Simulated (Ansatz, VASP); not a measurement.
One calculation of Ba3Re, two programs

```xyz
4
Lattice="5.1877 0.0000 0.0000 0.0000 5.1877 0.0000 0.0000 0.0000 5.1877" Properties=species:S:1:pos:R:3 pbc="T T T"
Ba    0.0000    2.5938    2.5938
Ba    2.5938    0.0000    2.5938
Ba    2.5938    2.5938    0.0000
Re    0.0000    0.0000    0.0000
```

Alike in both runs: task relaxation of cell and atoms; functional PBE; k mesh 10 × 10 × 10; occupations gaussian, width 0.1 eV; no spin polarisation.

```csv
,VASP,Ansatz
version,VASP 6.6.1,Ansatz 0.2.0
potentials or method,"VASP PAW PBE potentials, release 64 (Ba_sv, Re), cutoff 600 eV","scalar-relativistic, plane waves, PAW"
valence electrons in the cell,37,45
```

|  | VASP | Ansatz | Ansatz less VASP |
| --- | --- | --- | --- |
| gap on the k mesh at the Fermi level, each at its own relaxed structure (eV) | none | none | - |
| relaxed volume (Å³/atom) | 36.24 | 34.90 | -1.341 |
| relaxed length of the cell vector where the two differ most in proportion (Å) | 5.253 | 5.188 | -0.0656 |

A gap of «none» marks a metal or a gap that the smearing closes. VASP's potentials hold 37 valence electrons a cell and Ansatz's 45, so a difference there can come from the potentials and not from the codes.

Neither program's run includes spin-orbit coupling.
